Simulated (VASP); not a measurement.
The system is Ag.

```
Ag
1.0
     0.00000    2.10869    2.10869
     2.10869    0.00000    2.10869
     2.10869    2.10869    0.00000
Ag
1
Cartesian
  0.0000 0.0000 0.0000
```

```yaml
Program: VASP 6.6.1
Task: relaxation of cell and atoms
Functional: PBE
Potentials_or_basis: VASP PAW PBE potentials, release 64 (Ag)
Cutoff: 380 eV
k_mesh: 12 × 12 × 12
Occupations: methfessel-paxton, width 0.1 eV
Spin: non-collinear spin, zero start, spin-orbit coupling
Starting_moments: "[[0.0, 0.0, 0.0]] μB"
```

At the start: pressure -4.5 GPa; volume 18.75 Å³/atom.

Where does the relaxation end?

Over 6 steps the energy falls by 11.1 meV/atom and the volume is 17.72 Å³/atom (-5.5 %); space group Fm-3m (No. 225, to 0.1 Å) before and after; moment 0.00 μB per cell.

The path:
```csv
step,energy change (eV),largest force (eV/Å),pressure (GPa),volume (Å³)
1,0.0000,0.0000,-4.53,18.75
2,-0.0119,0.0000,2.34,17.35
3,-0.0148,0.0000,0.02,17.76
4,-0.0111,0.0000,-0.18,17.76
5,-0.0111,0.0000,0.06,17.71
6,-0.0111,0.0000,0.03,17.72
```

Final structure:
```
CELL_PARAMETERS angstrom
0.00000 2.06931 2.06931
2.06931 0.00000 2.06931
2.06931 2.06931 0.00000
ATOMIC_POSITIONS crystal
Ag 0.00000 0.00000 0.00000
```
